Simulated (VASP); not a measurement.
# PtSe2 (Sudovikovite) (P-3m1) in VASP: notebook

The runs below take PtSe2 (Sudovikovite) through relaxation of cell and atoms, single point, with PBEsol+D4, PBEsol.

Program: VASP 6.6.1. These are calculated values, not measurements. Logs are shortened: lines on timing, memory, paths and dates and some standing lists are left out, and cuts for length are marked.

### 1 The cell of the first run

The structure is trigonal, space group P-3m1 (No. 164). The conventional cell has a = 3.724 Å, b = 3.724 Å, c = 5.062 Å, α = 90.00°, β = 90.00°, γ = 120.00°. Within 3.3 Å of Pt (site symmetry -3m) lie 6 Se at 2.49 Å. Within 3.3 Å of Se (site symmetry 3m) lie 3 Pt at 2.49 Å.

### 2 Relaxation of cell and atoms, PBEsol+D4

Contents of INCAR:

```
SYSTEM = PtSe2
  ALGO = Normal
  EDIFF = 1E-6
  EDIFFG = -0.01
  ENCUT = 600
  GGA = PS
  IBRION = 2
  ISIF = 3
  ISMEAR = -1
  IVDW = 13
  LASPH = .TRUE.
  LCHARG = .FALSE.
  LREAL = .FALSE.
  LWAVE = .FALSE.
  NELM = 100
  NSW = 60
  PREC = Accurate
  SIGMA = 0.05
```

Contents of KPOINTS:

```
k-points
0
G
  8 8 5
  0 0 0
```

Contents of POSCAR:

```
PtSe2
1.0
    3.7240000000      0.0000000000      0.0000000000
   -1.8620000000      3.2250786037      0.0000000000
    0.0000000000      0.0000000000      5.0620000000
Pt Se
1 2
Direct
    0.0000000000      0.0000000000      0.0000000000
    0.6666666667      0.3333333333      0.7500000000
    0.3333333333      0.6666666667      0.2500000000
```

Potentials or basis: VASP PAW PBE potentials, release 64 (Pt, Se).

Started as:

```sh
$ cat potpaw_PBE.64/Pt/POTCAR potpaw_PBE.64/Se/POTCAR > POTCAR
$ mpirun -np 1 vasp_std > vasp.out
```

OUTCAR:

```text
SYSTEM = PtSe2
   EDIFF = 1E-6
   EDIFFG = -0.01
   ENCUT = 600
   GGA = PS
   IBRION = 2
   ISIF = 3
   ISMEAR = -1
   IVDW = 13
   LASPH = .TRUE.
   LREAL = .FALSE.
   NELM = 100
   NSW = 60
   PREC = Accurate

 ion  position               nearest neighbor table
   1  0.000  0.000  0.000-   2 2.49   3 2.49   2 2.49   3 2.49   2 2.49   3 2.49
   2  0.667  0.333  0.750-   1 2.49   1 2.49   1 2.49
   3  0.333  0.667  0.250-   1 2.49   1 2.49   1 2.49

  LATTYP: Found a hexagonal cell.
 ALAT       =     3.7240000000
 C/A-ratio  =     1.3592910849

  Lattice vectors:

 A1 = (   3.7240000000,   0.0000000000,   0.0000000000)
 A2 = (  -1.8620000000,   3.2250786037,   0.0000000000)
 A3 = (   0.0000000000,   0.0000000000,   5.0620000000)

Analysis of symmetry for initial positions (statically):
=====================================================================
 Subroutine PRICEL returns:
 Original cell was already a primitive cell.

 Routine SETGRP: Setting up the symmetry group for a
 hexagonal supercell.

 Subroutine GETGRP returns: Found 12 space group operations
 (whereof 12 operations were pure point group operations)
 out of a pool of 24 trial point group operations.

The static configuration has the point symmetry D_3d.

Analysis of symmetry for dynamics (positions and initial velocities):
=====================================================================
 Subroutine PRICEL returns:
 Original cell was already a primitive cell.

 Routine SETGRP: Setting up the symmetry group for a
 hexagonal supercell.

 Subroutine GETGRP returns: Found 12 space group operations
 (whereof 12 operations were pure point group operations)
 out of a pool of 24 trial point group operations.

The dynamic configuration has the point symmetry D_3d.

 Subroutine INISYM returns: Found 12 space group operations
 (whereof 12 operations are pure point group operations),
 and found     1 'primitive' translations

----------------------------------------------------------------------------------------

                                     Primitive cell

  volume of cell :      60.7956

  direct lattice vectors                    reciprocal lattice vectors
     3.724000000  0.000000000  0.000000000     0.268528464  0.155034981  0.000000000
    -1.862000000  3.225078604  0.000000000     0.000000000  0.310069962  0.000000000
     0.000000000  0.000000000  5.062000000     0.000000000  0.000000000  0.197550375

  length of vectors
     3.724000000  3.724000000  5.062000000     0.310069962  0.310069962  0.197550375

  position of ions in fractional coordinates (direct lattice)
     0.000000000  0.000000000  0.000000000
     0.666666667  0.333333333  0.750000000
     0.333333333  0.666666667  0.250000000

  ion indices of the primitive-cell ions
   primitive index   ion index
                 1           1
                 2           2
                 3           3

----------------------------------------------------------------------------------------

 KPOINTS: k-points

Automatic generation of k-mesh.
 Grid dimensions read from file:
 generate k-points for:    8    8    5

 Generating k-lattice:

  Cartesian coordinates                     Fractional coordinates (reciprocal lattice)
     0.033566058  0.019379373  0.000000000     0.125000000  0.000000000  0.000000000
     0.000000000  0.038758745  0.000000000     0.000000000  0.125000000  0.000000000
     0.000000000  0.000000000  0.039510075     0.000000000  0.000000000  0.200000000

  Length of vectors
     0.038758745  0.038758745  0.039510075

  Shift w.r.t. Gamma in fractional coordinates (k-lattice)
     0.000000000  0.000000000  0.000000000

 Subroutine IBZKPT returns following result:
 ===========================================

 Found     40 irreducible k-points:

 Following reciprocal coordinates:
            Coordinates               Weight
  0.000000  0.000000  0.000000      1.000000
  0.125000 -0.000000  0.000000      6.000000
  0.250000 -0.000000  0.000000      6.000000
  0.375000  0.000000  0.000000      6.000000
  0.500000 -0.000000  0.000000      3.000000
  0.125000  0.125000  0.000000      6.000000
[... 16 lines left out ...]
 -0.125000  0.500000  0.200000     12.000000
  0.250000  0.250000  0.200000     12.000000
 [... further k-points ...]
   k-points           NKPTS =     40   k-points in BZ     NKDIM =     40   number of bands    NBANDS=     15
   number of dos      NEDOS =    301   number of ions     NIONS =      3
   total plane-waves  NPLWV =  36000
   dimension x,y,z NGX =    30 NGY =   30 NGZ =   40
   dimension x,y,z NGXF=    60 NGYF=   60 NGZF=   80
   ions per type =               1   2
   NGX,Y,Z   is equivalent  to a cutoff of  13.39, 13.39, 13.14 a.u.
   NGXF,Y,Z  is equivalent  to a cutoff of  26.79, 26.79, 26.27 a.u.
 SYSTEM =  PtSe2
   PREC   = accura    normal or accurate (medium, high low for compatibility)
   ISTART =      0    job   : 0-new  1-cont  2-samecut
   ICHARG =      2    charge: 1-file 2-atom 10-const
   ISPIN  =      1    spin polarized calculation?
   LNONCOLLINEAR =      F non collinear calculations
   LSORBIT =      F    spin-orbit coupling
   LASPH  =      T    aspherical Exc in radial PAW
   ENCUT  =  600.0 eV  44.10 Ry    6.64 a.u.   7.44  7.44 10.11*2*pi/ulx,y,z
   NELM   =    100;   NELMIN=  2; NELMDL= -5     # of ELM steps
   EDIFF  = 0.1E-05   stopping-criterion for ELM
   LREAL  =      F    real-space projection
   EDIFFG = -.1E-01   stopping-criterion for IOM
   NSW    =     60    number of steps for IOM
   IBRION =      2    ionic relax: 0-MD 1-quasi-New 2-CG
   NFREE  =      1    steps in history (QN), initial steepest desc. (CG)
   ISIF   =      3    stress and relaxation
   ISYM   =      2    0-nonsym 1-usesym 2-fastsym
   POTIM  = 0.5000    time-step for ionic-motion
   TEBEG  =    0.0;   TEEND  =   0.0 temperature during run
   PSTRESS=    0.0 pullay stress
   NELECT =      22.0000    total number of electrons
   NUPDOWN=      -1.0000    fix difference up-down
   EMIN   =  10.00;   EMAX   =-10.00  energy-range for DOS
   EFERMI =   0.00;   METHOD = LEGACY
   ISMEAR =    -1;   SIGMA  =   0.05  broadening in eV -4-tet -1-fermi 0-gaus
   EFERMI_NEDOS =   21; number of points for ismear=-14 and -15
   IALGO  =     38    algorithm
   IMIX   =      4    mixing-type and parameters
     AMIX     =   0.40;   BMIX     =  1.00
     AMIX_MAG =   1.60;   BMIX_MAG =  1.00
  volume/ion in A,a.u.               =      20.27       136.76
  Fermi-wavevector in a.u.,A,eV,Ry     =   1.166608  2.204570 18.517184  1.360975
  Thomas-Fermi vector in A             =   2.303119
   LORBIT       =      0    0 simple, 1 ext, 2 COOP (PROOUT), +10 PAW based schemes
   GGA     = PS    functional components
   LHFCALC =     F    Hartree Fock is set to
   AEXX    =    0.0000 exact exchange contribution
   IVDW    =    13    specifies the selected vdW correction
   LEPSILON=     F    determine dielectric tensor
   LRPA    =     F    only Hartree local field effects (RPA)
 conjugate gradient relaxation of ions
 non-spin polarized calculation
  energy-cutoff  :      600.00
  volume of cell :       60.80
 maximum number of plane-waves:      2057
 NGX is ok and might be reduce to    30
   NGX = 15   NGY = 15   NGZ = 21

--------------------------------------- Ionic step        1  -------------------------------------------

 number of electron      22.0000000 magnetization

 Free energy of the ion-electron system (eV)
  ---------------------------------------------------
  ext. energy  EPLUGINS =         0.00000000
  ---------------------------------------------------
  free energy    TOTEN  =       -15.88836943 eV

  energy without entropy =      -15.88221650  energy(sigma->0) =      -15.88529296

------------------------ aborting loop because EDIFF is reached ----------------------------------------

  DFT-D4 for vdW energy calculation

  Edisp (eV):   -0.86017

  FORCE on cell =-STRESS in cart. coord.  units (eV):
  Direction    XX          YY          ZZ          XY          YZ          ZX
  --------------------------------------------------------------------------------------
  -------------------------------------------------------------------------------------
  Total       0.22225     0.22225    -0.34905     0.00000     0.00000     0.00000
  in kB       5.85699     5.85699    -9.19865     0.00000     0.00000     0.00000
  external pressure =        0.84 kB  Pullay stress =        0.00 kB
[... 100 lines left out ...]
  FREE ENERGIE OF THE ION-ELECTRON SYSTEM (eV)
  ---------------------------------------------------
  free  energy   TOTEN  =       -16.7634942398 eV

  energy  without entropy=      -16.7580299740  energy(sigma->0) =      -16.76076211

[... ionic steps 4 to 15 ...]

--------------------------------------- Ionic step       16  -------------------------------------------

 number of electron      22.0000004 magnetization

------------------------ aborting loop because EDIFF is reached ----------------------------------------

  DFT-D4 for vdW energy calculation

  Edisp (eV):   -0.91220
[... 71 lines left out ...]
  energy  without entropy=      -16.8075633978  energy(sigma->0) =      -16.80928664

--------------------------------------- Ionic step       18  -------------------------------------------

 number of electron      22.0000003 magnetization

 Free energy of the ion-electron system (eV)
  ---------------------------------------------------
  ext. energy  EPLUGINS =         0.00000000
  ---------------------------------------------------
  free energy    TOTEN  =       -15.89730745 eV

  energy without entropy =      -15.89390645  energy(sigma->0) =      -15.89560695

 E-fermi :   7.1102     XC(G=0): -11.1876

 val. band max:        7.0036556130   @ k =   0.3750   0.2500   0.0000
 cond. band min:       7.2416475427   @ k =   0.0000   0.3750   0.2000
 fundamental gap:      0.2379919298
 Fermi energy:         7.1101882599

 k-point     1 :       0.0000    0.0000    0.0000
  band No.  band energies     occupation
      1      -8.9165      2.00000
      2      -5.4829      2.00000
      3      -0.3214      2.00000
      4       0.6195      2.00000
      5       0.6195      2.00000
      6       3.1633      2.00000
      7       3.1633      2.00000
      8       4.5532      2.00000
      9       6.0393      2.00000
     10       6.0393      2.00000
     11       7.9787      0.00000
     12       8.0509      0.00000
     13       8.0509      0.00000
     14      10.1424      0.00000
     15      11.2726      0.00000
[... 397 lines left out ...]
 k-point    24 :       0.2500    0.2500    0.2000
  band No.  band energies     occupation
      1      -7.1677      2.00000
      2      -6.4490      2.00000
      3       0.1990      2.00000
      4       0.6474      2.00000
      5       1.1807      2.00000
      6       2.1680      2.00000
      7       2.4709      2.00000
      8       3.6990      2.00000
      9       3.9074      2.00000
     10       4.7089      2.00000
     11       5.5546      2.00000
     12       7.4985      0.00085
     13       8.6128      0.00000
     14      12.0817      0.00000
     15      14.0362      0.00000

 [... further k-points ...]

------------------------ aborting loop because EDIFF is reached ----------------------------------------

  DFT-D4 for vdW energy calculation

  Edisp (eV):   -0.91381

  FORCE on cell =-STRESS in cart. coord.  units (eV):
  Direction    XX          YY          ZZ          XY          YZ          ZX
  --------------------------------------------------------------------------------------
  -------------------------------------------------------------------------------------
  Total      -0.02619    -0.02619    -0.01705     0.00000     0.00000    -0.00000
  in kB      -0.73334    -0.73334    -0.47744     0.00000     0.00000    -0.00000
  external pressure =       -0.65 kB  Pullay stress =        0.00 kB
[... 18 lines left out ...]
  FREE ENERGIE OF THE ION-ELECTRON SYSTEM (eV)
  ---------------------------------------------------
  free  energy   TOTEN  =       -16.8111194347 eV

  energy  without entropy=      -16.8077184396  energy(sigma->0) =      -16.80941894

 reached required accuracy - stopping structural energy minimisation
```

Run time: 5 min. Hardware: 1 thread of Intel Xeon Platinum 8559C (Emerald Rapids), shared host; peak memory 0.22 GiB.

What came out:

```yaml
Free_energy: -16.8111 eV
Relaxed_volume: 19.08 Å³/atom
Relaxed_cell: a = 3.747 Å, b = 3.747 Å, c = 4.707 Å, α = 90.00°, β = 90.00°, γ = 120.00°
Space_group_after_relaxing_to_0.05_Å: P-3m1 (No. 164)
Energy_gained_by_relaxing: 20.9 meV/atom
Ionic_steps: 18
Pressure_after_relaxing: -0.1 GPa
Band_gap_on_the_k_mesh: zero (band 11 reaches 7.98 eV, above the bottom of band 12 at 7.00 eV)
Dispersion_energy_per_atom: -0.305 eV
```

Step by step:
```
step  energy change (eV)  largest force (eV/Å)  pressure (GPa)  volume (Å³)
   1              0.0000                0.3626            0.08        60.80
   2             -0.0117                0.1632           -1.57        60.89
   3             -0.0150                0.0231           -3.02        60.97
   4             -0.0186                0.0321           -2.98        60.79
   5             -0.0288                0.0613           -2.83        60.25
   6             -0.0452                0.1338           -2.43        59.18
   7             -0.0531                0.3456           -1.11        57.05
   8             -0.0553                0.2447           -1.67        57.88
   9             -0.0595                0.1156           -0.59        57.57
  10             -0.0602                0.0344            0.09        57.38
  11             -0.0608                0.0260            0.05        57.39
  12             -0.0619                0.0000           -0.10        57.43
  13             -0.0617                0.0516           -0.38        57.50
  14             -0.0622                0.0219           -0.21        57.46
  15             -0.0623                0.0386            0.04        57.34
  16             -0.0623                0.0414            0.06        57.33
  17             -0.0625                0.0282            0.02        57.30
  18             -0.0626                0.0018           -0.06        57.23
```

Final structure:
```
Pt Se
1.0
     3.74664    0.00000    0.00000
    -1.87332    3.24469    0.00000
     0.00000    0.00000    4.70738
Pt Se
1 2
Direct
  0.00000 0.00000 0.00000
  0.66667 0.33333 0.73068
  0.33333 0.66667 0.26932
```

Caveat: the PAW data sets were made with another functional, which shifts forces and pressure a little; spin-orbit coupling is left out, which moves the levels of the heavy elements; pairwise dispersion overbinds metals, which lowers pressure and volume.

(Part 1 of 2 ends here.)
